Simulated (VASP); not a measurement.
# Br (Cmce) in VASP: relaxation of the atoms with PBE+D3(BJ)

Aim: the relaxation of the atoms of Br with PBE+D3(BJ).

Program: VASP 6.6.1. These are calculated values, not measurements. Logs are shortened: lines on timing, memory, paths and dates and some standing lists are left out, and cuts for length are marked.

## Step 1: The cell of the first run

It takes space group Cmce (No. 64, orthorhombic). The conventional cell has a = 6.726 Å, b = 4.645 Å, c = 8.702 Å, α = 90.00°, β = 90.00°, γ = 90.00°. Within 3.0 Å of Br (site symmetry m) lie 1 Br at 2.29 Å.

## Step 2: Relaxation of the atoms, PBE+D3(BJ)

INCAR

```
PREC     = Accurate       # precision mode
ENCUT    = 520            # plane-wave cutoff, eV
EDIFF    = 1E-6           # SCF threshold, eV
ISMEAR   = 0              # smearing method
SIGMA    = 0.02           # smearing width, eV
LREAL    = F              # projectors in reciprocal space
LASPH    = T              # aspherical terms in the spheres
NELM     = 80             # most SCF steps
ALGO     = Normal         # electronic algorithm
ISIF     = 2              # what is computed and relaxed
LWAVE    = F              # write WAVECAR
LCHARG   = F              # write CHGCAR
GGA      = PE             # functional
IVDW     = 12             # dispersion correction
IBRION   = 2              # ionic algorithm
NSW      = 60             # ionic steps
EDIFFG   = -0.01          # ionic threshold
KPAR     = 4
```

KPOINTS

```
Automatic mesh
0
Gamma
  8 8 4
```

POSCAR

```
Br
1.0
    3.3632500000     -2.3225500000      0.0000000000
    3.3632500000      2.3225500000      0.0000000000
    0.0000000000      0.0000000000      8.7023000000
Br
4
Direct
    0.8651000000      0.1349000000      0.1099000000
    0.6349000000      0.3651000000      0.6099000000
    0.1349000000      0.8651000000      0.8901000000
    0.3651000000      0.6349000000      0.3901000000
```

Potentials or basis: VASP PAW PBE potentials, release 64 (Br).

Launch:

```
cat potpaw_PBE.64/Br/POTCAR > POTCAR
mpirun -np 4 vasp_std > vasp.out
```

OUTCAR:

```text
PREC = Accurate
   ENCUT = 520
   EDIFF = 1E-6
   ISMEAR = 0
   LREAL = F
   LASPH = T
   NELM = 80
   ISIF = 2
   GGA = PE
   IVDW = 12
   IBRION = 2
   NSW = 60
   EDIFFG = -0.01
 IVDW          = 12

 ion  position               nearest neighbor table
   1  0.865  0.135  0.110-   3 2.29
   2  0.635  0.365  0.610-   4 2.29
   3  0.135  0.865  0.890-   1 2.29
   4  0.365  0.635  0.390-   2 2.29

  LATTYP: Found a base centered orthorhombic cell.
 ALAT       =     4.6451000000
 B/A-ratio  =     1.4480850789
 C/A-ratio  =     1.8734365245

  Lattice vectors:

 A1 = (  -3.3632500000,  -2.3225500000,   0.0000000000)
 A2 = (   3.3632500000,  -2.3225500000,   0.0000000000)
 A3 = (   0.0000000000,   0.0000000000,   8.7023000000)

Analysis of symmetry for initial positions (statically):
=====================================================================
 Subroutine PRICEL returns:
 Original cell was already a primitive cell.

 Routine SETGRP: Setting up the symmetry group for a
 base centered orthorhombic supercell.

 Subroutine GETGRP returns: Found  8 space group operations
 (whereof  4 operations were pure point group operations)
 out of a pool of  8 trial point group operations.

The static configuration has the point symmetry C_2h.
 The point group associated with its full space group is D_2h.

Analysis of symmetry for dynamics (positions and initial velocities):
=====================================================================
 Subroutine PRICEL returns:
 Original cell was already a primitive cell.

 Routine SETGRP: Setting up the symmetry group for a
 base centered orthorhombic supercell.

 Subroutine GETGRP returns: Found  8 space group operations
 (whereof  4 operations were pure point group operations)
 out of a pool of  8 trial point group operations.

The dynamic configuration has the point symmetry C_2h.
 The point group associated with its full space group is D_2h.

 Subroutine INISYM returns: Found  8 space group operations
 (whereof  4 operations are pure point group operations),
 and found     1 'primitive' translations

----------------------------------------------------------------------------------------

                                     Primitive cell

  volume of cell :     135.9528

  direct lattice vectors                    reciprocal lattice vectors
     3.363250000 -2.322550000  0.000000000     0.148665725 -0.215280618  0.000000000
     3.363250000  2.322550000  0.000000000     0.148665725  0.215280618  0.000000000
     0.000000000  0.000000000  8.702300000     0.000000000  0.000000000  0.114912150

  length of vectors
[... 86 lines left out ...]
   EDIFF  = 0.1E-05   stopping-criterion for ELM
   LREAL  =      F    real-space projection
   EDIFFG = -.1E-01   stopping-criterion for IOM
   NSW    =     60    number of steps for IOM
   IBRION =      2    ionic relax: 0-MD 1-quasi-New 2-CG
   NFREE  =      1    steps in history (QN), initial steepest desc. (CG)
   ISIF   =      2    stress and relaxation
   ISYM   =      2    0-nonsym 1-usesym 2-fastsym
   POTIM  = 0.5000    time-step for ionic-motion
   TEBEG  =    0.0;   TEEND  =   0.0 temperature during run
   PSTRESS=    0.0 pullay stress
   NELECT =      28.0000    total number of electrons
   NUPDOWN=      -1.0000    fix difference up-down
   EMIN   =  10.00;   EMAX   =-10.00  energy-range for DOS
   EFERMI =   0.00;   METHOD = LEGACY
   ISMEAR =     0;   SIGMA  =   0.02  broadening in eV -4-tet -1-fermi 0-gaus
   EFERMI_NEDOS =   21; number of points for ismear=-14 and -15
   IALGO  =     38    algorithm
   IMIX   =      4    mixing-type and parameters
     AMIX     =   0.40;   BMIX     =  1.00
     AMIX_MAG =   1.60;   BMIX_MAG =  1.00
  volume/ion in A,a.u.               =      33.99       229.36
  Fermi-wavevector in a.u.,A,eV,Ry     =   0.966788  1.826965 12.717090  0.934680
  Thomas-Fermi vector in A             =   2.096619
   LORBIT       =      0    0 simple, 1 ext, 2 COOP (PROOUT), +10 PAW based schemes
   GGA     = PE    functional components
   LHFCALC =     F    Hartree Fock is set to
   AEXX    =    0.0000 exact exchange contribution
   IVDW    =    12    specifies the selected vdW correction
   LEPSILON=     F    determine dielectric tensor
   LRPA    =     F    only Hartree local field effects (RPA)
 conjugate gradient relaxation of ions
 non-spin polarized calculation
 Gauss-broadening in eV      SIGMA  =   0.02
  energy-cutoff  :      520.00
  volume of cell :      135.95
 maximum number of plane-waves:      3697
   NGX = 15   NGY = 15   NGZ = 33

--------------------------------------- Ionic step        1  -------------------------------------------

 number of electron      27.9999999 magnetization

 Free energy of the ion-electron system (eV)
  ---------------------------------------------------
  ext. energy  EPLUGINS =         0.00000000
  ---------------------------------------------------
  free energy    TOTEN  =        -6.37232813 eV

  energy without entropy =       -6.37232813  energy(sigma->0) =       -6.37232813

------------------------ aborting loop because EDIFF is reached ----------------------------------------

 Edisp (eV)   -0.83897

 E8    (eV) :    -0.3319
[... 111 lines left out ...]
  FREE ENERGIE OF THE ION-ELECTRON SYSTEM (eV)
  ---------------------------------------------------
  free  energy   TOTEN  =        -7.2774406151 eV

  energy  without entropy=       -7.2774406151  energy(sigma->0) =       -7.27744062

[... ionic steps 4 to 7 ...]

--------------------------------------- Ionic step        8  -------------------------------------------

 number of electron      27.9999998 magnetization

------------------------ aborting loop because EDIFF is reached ----------------------------------------
[... 79 lines left out ...]
--------------------------------------- Ionic step       10  -------------------------------------------

 number of electron      27.9999998 magnetization

 Free energy of the ion-electron system (eV)
  ---------------------------------------------------
  ext. energy  EPLUGINS =         0.00000000
  ---------------------------------------------------
  free energy    TOTEN  =        -6.44301896 eV

  energy without entropy =       -6.44301896  energy(sigma->0) =       -6.44301896

 E-fermi :  -0.2818     XC(G=0):  -7.8836

 val. band max:       -0.4352569677   @ k =   0.5000  -0.0000   0.5000
 cond. band min:       1.1627447925   @ k =   0.0000   0.0000   0.0000
 fundamental gap:      1.5980017603
 Fermi energy:        -0.2818199023

 k-point     1 :       0.0000    0.0000    0.0000
  band No.  band energies     occupation
      1     -15.9948      2.00000
      2     -15.5837      2.00000
      3     -13.6644      2.00000
      4     -12.8907      2.00000
      5      -5.1312      2.00000
      6      -4.0686      2.00000
[... 481 lines left out ...]
      5      -5.0306      2.00000
      6      -4.5182      2.00000
[... 10 lines left out ...]
     17       6.7849      0.00000
     18       7.0778      0.00000

 [... further k-points ...]

------------------------ aborting loop because EDIFF is reached ----------------------------------------

 Edisp (eV)   -0.83942

 E8    (eV) :    -0.3320
[... 27 lines left out ...]
  FREE ENERGIE OF THE ION-ELECTRON SYSTEM (eV)
  ---------------------------------------------------
  free  energy   TOTEN  =        -7.2824426174 eV

  energy  without entropy=       -7.2824426174  energy(sigma->0) =       -7.28244262

 reached required accuracy - stopping structural energy minimisation
```

OSZICAR:

```text
N       E                     dE             d eps       ncg     rms          rms(c)
DAV:   1     0.191032468122E+03    0.19103E+03   -0.11547E+04  2268   0.129E+03
DAV:   2     0.770941776887E+01   -0.18332E+03   -0.18057E+03  3334   0.211E+02
DAV:   3    -0.662724026518E+01   -0.14337E+02   -0.14306E+02  2632   0.719E+01
DAV:   4    -0.678543162847E+01   -0.15819E+00   -0.15811E+00  2852   0.874E+00
[... 69 lines left out ...]
DAV:   1    -0.644286698343E+01   -0.24334E-04   -0.50023E-02  2268   0.120E+00    0.170E-01
DAV:   2    -0.644303035942E+01   -0.16338E-03   -0.17666E-03  2412   0.271E-01    0.343E-02
DAV:   3    -0.644302199523E+01    0.83642E-05   -0.16198E-05  2458   0.315E-02    0.202E-02
DAV:   4    -0.644301924646E+01    0.27488E-05   -0.10647E-05  2400   0.206E-02    0.407E-03
DAV:   5    -0.644301896194E+01    0.28452E-06   -0.23213E-06  2230   0.930E-03
  10 F= -.72824426E+01 E0= -.72824426E+01  d E =-.113056E-03
```

Wall time 5.8 min (4 MPI ranks of AMD EPYC, shared host); peak memory 0.3 GiB.

Results:

| Property | Result |
| --- | --- |
| Free energy | -7.2824 eV |
| Energy gained by relaxing | 17.8 meV/atom |
| Ionic steps | 10 |
| Pressure after relaxing | -1.0 GPa |
| Band gap on the k mesh | 1.60 eV (least direct gap 1.62 eV) |
| Dispersion energy per atom | -0.210 eV |

Step by step:
| step | energy change (eV) | largest force (eV/Å) | pressure (GPa) |
| --- | --- | --- | --- |
| 1 | 0.0000 | 0.8933 | 0.68 |
| 2 | -0.0658 | 0.0877 | -1.27 |
| 3 | -0.0661 | 0.0649 | -1.15 |
| 4 | -0.0661 | 0.0671 | -1.18 |
| 5 | -0.0669 | 0.0619 | -1.17 |
| 6 | -0.0688 | 0.0470 | -1.15 |
| 7 | -0.0709 | 0.0290 | -1.11 |
| 8 | -0.0710 | 0.0309 | -1.10 |
| 9 | -0.0708 | 0.0545 | -0.91 |
| 10 | -0.0711 | 0.0010 | -1.03 |

Final structure:
```cif
data_structure
_symmetry_space_group_name_H-M 'P 1'
_symmetry_Int_Tables_number 1
_cell_length_a 4.0873
_cell_length_b 4.0873
_cell_length_c 8.7023
_cell_angle_alpha 90.000
_cell_angle_beta 90.000
_cell_angle_gamma 69.255
_cell_volume 135.95
loop_
_atom_site_label
_atom_site_type_symbol
_atom_site_fract_x
_atom_site_fract_y
_atom_site_fract_z
_atom_site_occupancy
Br1 Br 0.86794 0.13206 0.11625 1
Br2 Br 0.63206 0.36794 0.61625 1
Br3 Br 0.13206 0.86794 0.88375 1
Br4 Br 0.36794 0.63206 0.38375 1
```

Levels at points of the mesh, in eV from the valence-band top:
| k point | band 11 | band 12 | band 13 | band 14 | band 15 | band 16 | band 17 | band 18 |
| --- | --- | --- | --- | --- | --- | --- | --- | --- |
| (0.00, 0.00, 0.00) | -1.01 | -0.19 | -0.05 | -0.03 | 1.60 | 2.33 | 6.09 | 6.77 |
| (0.50, 0.00, 0.00) | -0.94 | -0.94 | -0.27 | -0.27 | 2.32 | 2.32 | 7.26 | 7.26 |
| (0.50, 0.50, 0.00) | -1.45 | -1.23 | -0.27 | -0.01 | 1.63 | 2.04 | 7.37 | 7.64 |
| (0.00, 0.00, 0.50) | -0.76 | -0.76 | -0.04 | -0.04 | 1.82 | 1.82 | 6.79 | 6.79 |
| (0.50, 0.00, 0.50) | -0.53 | -0.53 | 0.00 | 0.00 | 2.00 | 2.00 | 7.60 | 7.60 |
| (0.50, 0.50, 0.50) | -0.88 | -0.88 | -0.63 | -0.63 | 1.73 | 1.73 | 8.12 | 8.12 |

A k mesh can miss the band edges.
